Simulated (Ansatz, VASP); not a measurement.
CoO in VASP and in Ansatz

Contents of INCAR:

```
ALGO = Normal
EDIFF = 1E-6
ENCUT = 520
GGA = CA
ISIF = 2
ISMEAR = -1
ISPIN = 2
LASPH = T
LCHARG = F
LMAXMIX = 4
LORBIT = 11
LREAL = F
LWAVE = F
MAGMOM = 2.5 -2.5 0 0
NBANDS = 27
NELM = 150
PREC = Accurate
SIGMA = 0.05
```

KPOINTS

```
k-points
0
Gamma
  8 8 8
```

The input POSCAR:

```
CoO
1.0
    1.6022200000      0.9250420000      5.1329420000
   -1.6022200000      0.9250420000      5.1329420000
    0.0000000000     -1.8500840000      5.1329420000
Co O
2 2
Direct
    0.9994880000      0.9994880000      0.9994880000
    0.4994910000      0.4994910000      0.4994910000
    0.3754960000      0.3754960000      0.3754960000
    0.8755260000      0.8755260000      0.8755260000
```

Input for Ansatz:

```yaml
crystal:
  lattice:
    - [1.60222, 0.925042, 5.132942]
    - [-1.60222, 0.925042, 5.132942]
    - [0.0, -1.850084, 5.132942]
  atoms:
    - { symbol: Co, position: [0.999488, 0.999488, 0.999488], spin: 2.5 }
    - { symbol: Co, position: [0.499491, 0.499491, 0.499491], spin: -2.5 }
    - { symbol: O, position: [0.375496, 0.375496, 0.375496] }
    - { symbol: O, position: [0.875526, 0.875526, 0.875526] }
magnetization:
  spin_polarized: true
kpoints:
  mp_grid:
    grid: [8, 8, 8]
hamiltonian:
  xc: lda
scf:
  occupations:
    method: fermi_dirac
    width: 0.05
basis:
  ecutwfc: 510
output:
  forces: true
  stress: true
```

Alike in both runs: task single point; functional LDA; k mesh 8 × 8 × 8; occupations fermi-dirac, width 0.05 eV; collinear spin.

```csv
,VASP,Ansatz
version,VASP 6.6.1,Ansatz 0.2.0
potentials or method,"VASP PAW LDA potentials, release 64 (Co, O), cutoff 520 eV","plane waves, PAW"
valence electrons in the cell,30,46
```

|  | VASP | Ansatz | Ansatz less VASP |
| --- | --- | --- | --- |
| pressure (GPa) | -19.0 | -18.3 | +0.70 |
| traceless stress, the component that is largest in VASP (GPa) | -0.19 | -0.34 | -0.141 |
| rms of the force components (eV/Å) | 0.003 | 0.019 | +0.0156 |
| net moment per atom (μB) | 0.00 | 0.00 | 0.000 |
| size of the moment on the site where the two differ most (μB) | 1.96 | 1.89 | -0.063 |

LDA's correlation is that of Perdew and Zunger in VASP and of Perdew and Wang (1992) in Ansatz. Site moments also hang on the region over which each program counts them. Atom by atom the forces differ by 0.016 eV/Å (rms over components). VASP's potentials hold 30 valence electrons a cell and Ansatz's 46, so a difference there can come from the potentials and not from the codes.
